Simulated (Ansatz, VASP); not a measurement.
**One calculation of HfC, two programs**

File INCAR:

```
ALGO = Normal ; EDIFF = 1E-7
ENCUT = 520 ; GGA = PE
GGA_COMPAT = False ; ISIF = 2
ISMEAR = -1 ; IVDW = 13
LASPH = True ; LCHARG = False
LDAU = True ; LDAUJ = 0 0
LDAUL = 2 -1 ; LDAUPRINT = 1
LDAUTYPE = 2 ; LDAUU = 6.2 0
LMAXMIX = 4 ; LORBIT = 11
LORBMOM = True ; LREAL = False
LSORBIT = True ; LWAVE = False
MAGMOM = 0 0 0.5 0 0 0 ; NBANDS = 26
NELM = 150 ; PREC = Accurate
SIGMA = 0.05
```

File KPOINTS:

```
k-points
0
Gamma
  10 10 10
```

Contents of POSCAR:

```
HfC
1.0
    0.0000000000      2.3250000000      2.3250000000
    2.3250000000      0.0000000000      2.3250000000
    2.3250000000      2.3250000000      0.0000000000
Hf C
1 1
Direct
    0.5000000000      0.5000000000      0.5000000000
    0.0000000000      0.0000000000      0.0000000000
```

The input input.yaml:

```yaml
crystal:
  lattice:
    - [0.0, 2.325, 2.325]
    - [2.325, 0.0, 2.325]
    - [2.325, 2.325, 0.0]
  atoms:
    - { symbol: Hf, position: [0.5, 0.5, 0.5], spin: 0.5, spin_axis: [0.0, 0.0, 0.5] }
    - { symbol: C, position: [0.0, 0.0, 0.0] }
hamiltonian:
  xc: pbe
  pseudopotentials: { kind: paw_fr }
  dispersion: d4
  hubbard:
    sites: [{ species: Hf, l: d, u_eff: 6.2 }]
    projectors: all-electron-atomic
    double_counting: fll
magnetization:
  noncollinear: true
  spin_orbit: true
kpoints:
  mp_grid: { grid: [10, 10, 10] }
scf:
  occupations: { method: fermi_dirac, width: 0.05 }
output:
  forces: true
  stress: true
  eigenvalues: true
```

Alike in both runs: task single point; functional PBE; dispersion D4; k mesh 10 × 10 × 10; occupations fermi-dirac, width 0.05 eV; non-collinear spin, spin-orbit coupling; Hubbard terms Hf d U = 6.2 eV.

|  | VASP | Ansatz |
| --- | --- | --- |
| version | VASP 6.6.1 | Ansatz 0.2.0 |
| potentials or method | VASP PAW PBE potentials, release 64 (Hf_pv, C) | Ansatz PAW |
| plane-wave cutoff (eV) | 520 | 420 |
| valence electrons in the cell | 14 | 30 |

Ansatz gave:

| Quantity | Value |
| --- | --- |
| pressure (GPa) | -9.2 |

Question: Estimate VASP's values.

Answer: Pressure (GPa): 18.7.

The programs project onto different local orbitals, so the same U acts differently, and such runs can settle in different states. VASP's potentials hold 14 valence electrons a cell and Ansatz's 30, so a difference there can come from the potentials and not from the codes.

Noted on Ansatz's run: moments are unreliable in this version under spin-orbit coupling with a hybrid or U, so they aren't listed; the magnetic or orbital state may not be the lowest.
